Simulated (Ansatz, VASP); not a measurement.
ZrC in VASP and in Ansatz

```xyz
2
Lattice="3.3040 0.0000 0.0000 1.6520 2.8614 0.0000 1.6520 0.9538 2.6977" Properties=species:S:1:pos:R:3 pbc="T T T"
Zr    3.3040    1.9076    1.3489
C     0.0000    0.0000    0.0000
```

Alike in both runs: functional PBE; dispersion D3(BJ); k mesh 7 × 7 × 7; no spin polarisation.

Ansatz relaxed the structure, and its values are those at the end. VASP's run is a single point on that final structure, the one shown.

|  | VASP | Ansatz |
| --- | --- | --- |
| version | VASP 6.6.1 | Ansatz 0.2.0 |
| potentials or method | VASP PAW PBE potentials, release 64 (Zr_sv, C), cutoff 520 eV | plane waves, PAW |
| occupations | methfessel-paxton of order 1, width 0.01 eV | cold, width 0.01 eV |
| valence electrons in the cell | 16 | 16 |

```tsv
	VASP	Ansatz	Ansatz less VASP
pressure (GPa)	0.2	0.0	-0.27
```
